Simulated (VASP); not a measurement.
Set up this calculation in VASP 6.6.1, as the native input.

* Task: relaxation of shape and atoms at fixed volume
* Functional: PBEsol
* Potentials or basis: VASP PAW PBE potentials, release 64 (In_d, Sb)
* Cutoff: 600 eV
* k mesh: 6 × 6 × 10
* Occupations: gaussian, width 0.05 eV
* Spin: no spin polarisation
* Dipole correction: no
* Further INCAR settings: ALGO = Fast; EDIFF = 1e-07; IBRION = 2; EDIFFG = -0.01; NSW = 60; ISIF = 4

The structure of InSb lies in POSCAR:

```
InSb
1.0
    5.6501939890      0.0000000000      0.0000000000
    0.0000000000      5.7174809934      0.0000000000
    0.0000000000      0.0000000000      3.2312119989
In Sb
2 2
Direct
    0.0000000000      0.0000000000      0.0224993589
    0.5000000000      0.5000000000     -0.0224993589
    0.5000000000      0.0000000000      0.6973635282
    0.0000000000      0.5000000000      0.3026364718
```

These files were run (other wordings do the same):

INCAR

```
SYSTEM = InSb
PREC = Accurate
ENCUT = 600
EDIFF = 1E-7
ISMEAR = 0
SIGMA = 0.05
LREAL = .FALSE.
LASPH = .TRUE.
NELM = 100
ALGO = Fast
ISIF = 4
LWAVE = .FALSE.
LCHARG = .FALSE.
GGA = PS
IBRION = 2
NSW = 60
EDIFFG = -0.01
```

KPOINTS

```
Automatic mesh
0
G
  6 6 10
  0 0 0
```

Potentials or basis: VASP PAW PBE potentials, release 64 (In_d, Sb).

Launch:

```bash
$ cat potpaw_PBE.64/In_d/POTCAR potpaw_PBE.64/Sb/POTCAR > POTCAR
$ mpirun -np 1 vasp_std > vasp.out
```

It gave:

```yaml
Energy_gained_by_relaxing: 0.2 meV/atom
Ionic_steps: 7
Pressure_after_relaxing: 1.1 GPa
Band_gap_on_the_k_mesh: zero (bands 18 and 19 overlap by 3.16 eV)
```

Caveat: the PAW data sets were made with another functional, which shifts forces and pressure a little; spin-orbit coupling is left out, which moves the levels of the heavy elements.

It took 37 min on 1 thread of Oxide Virtual Turin-like Processor, with other jobs on the host, peak memory 0.4 GiB.
